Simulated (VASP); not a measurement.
**InP: relaxation of cell and atoms with RPBE+D3(BJ)**

The system is InP.

```xyz
2
Lattice="0.0000 2.9305 2.9305 2.9305 0.0000 2.9305 2.9305 2.9305 0.0000" Properties=species:S:1:pos:R:3 pbc="T T T"
In    0.0000    0.0000    0.0000
P     4.3957    4.3957    4.3957
```

```
Program                : VASP 6.6.1
Task                   : relaxation of cell and atoms
Functional             : RPBE
Dispersion             : D3(BJ)
Potentials or basis    : VASP PAW PBE potentials, release 64 (In_d, P)
Cutoff                 : 600 eV
k mesh                 : 8 × 8 × 8
Occupations            : fermi-dirac, width 0.05 eV
Spin                   : no spin polarisation
Dipole correction      : no
Further INCAR settings : ALGO = Normal; EDIFF = 1e-06; IBRION = 2; EDIFFG = -0.01; NSW = 60; ISIF = 3
```

```
Relaxed volume                         : 23.29 Å³/atom
Relaxed cell                           : a = 4.038 Å, b = 4.038 Å, c = 4.038 Å, α = 60.00°, β = 60.00°, γ = 60.00°
Space group after relaxing (to 0.05 Å) : F-43m (No. 216)
Energy gained by relaxing              : 33.1 meV/atom
Ionic steps                            : 3
Pressure after relaxing                : 0.0 GPa
Band gap on the k mesh                 : 1.26 eV, direct
Dispersion energy per atom             : -1.546 eV
```

The path:
```tsv
step	energy change (eV)	largest force (eV/Å)	pressure (GPa)	volume (Å³)
1	0.0000	0.0000	-5.25	50.33
2	-0.0430	0.0000	3.87	44.56
3	-0.0662	0.0000	0.01	46.57
```

Final structure:
```
CELL_PARAMETERS angstrom
0.00000 2.85561 2.85561
2.85561 0.00000 2.85561
2.85561 2.85561 0.00000
ATOMIC_POSITIONS crystal
In 0.00000 0.00000 0.00000
P 0.75000 0.75000 0.75000
```

Levels at points of the mesh, in eV from the valence-band top:
| k point | band 5 | band 6 | band 7 | band 8 | band 9 | band 10 | band 11 | band 12 | band 13 |
| --- | --- | --- | --- | --- | --- | --- | --- | --- | --- |
| (0.00, 0.00, 0.00) | -14.19 | -12.05 | 0.00 | 0.00 | 0.00 | 1.26 | 4.12 | 4.12 | 4.12 |
| (0.50, 0.00, 0.00) | -14.17 | -10.06 | -6.12 | -1.09 | -1.09 | 1.78 | 4.84 | 4.84 | 7.39 |
| (0.50, 0.50, 0.00) | -14.14 | -9.32 | -6.06 | -2.58 | -2.58 | 1.73 | 2.32 | 9.86 | 10.17 |

Run time: 68 s on 1 thread of Intel(R) Xeon(R) Platinum 8259CL CPU @ 2.50GHz (Skylake/Cascade Lake), with other jobs on the host, peak memory 0.22 GiB.

Caveat: the PAW data sets were made with another functional, which shifts forces and pressure a little; spin-orbit coupling is left out, which moves the levels of the heavy elements. A k mesh can miss the band edges.
